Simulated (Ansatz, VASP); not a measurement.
AlNi: VASP beside Ansatz

```xyz
6
Lattice="0.0000 -2.8927 0.0000 0.0000 0.0000 -2.8927 8.9782 -0.2411 -0.2411" Properties=species:S:1:pos:R:3 pbc="T T T"
Al    6.5086   -2.8927    0.0000
Al    0.7232   -2.8927    0.0000
Al    3.6159   -2.8927    0.0000
Ni    7.9550   -1.4464   -1.4464
Ni    2.1695   -1.4464   -1.4464
Ni    5.0623   -1.4464   -1.4464
```

Alike in both runs: task single point; functional PBE; k mesh 15 × 15 × 5; occupations gaussian, width 0.15 eV; no spin polarisation.

|  | VASP | Ansatz |
| --- | --- | --- |
| version | VASP 6.6.1 | Ansatz 0.2.0 |
| potentials or method | VASP PAW PBE potentials, release 64 (Al, Ni), cutoff 520 eV | scalar-relativistic, plane waves, PAW |
| valence electrons in the cell | 39 | 63 |

|  | VASP | Ansatz | Ansatz less VASP |
| --- | --- | --- | --- |
| gap on the k mesh at the Fermi level (eV) | none | none | - |
| pressure (GPa) | -3.2 | -3.3 | -0.09 |
| traceless stress, the component that is largest in VASP (GPa) | 1.78 | 1.77 | -0.008 |
| rms of the force components (eV/Å) | 0.249 | 0.248 | -0.0005 |

Atom by atom the forces differ by 0.002 eV/Å (rms over components). A gap of «none» marks a metal or a gap that the smearing closes. With one functional, cell and mesh, what is left measures potentials, basis and numerics. VASP's potentials hold 39 valence electrons a cell and Ansatz's 63, so a difference there can come from the potentials and not from the codes.
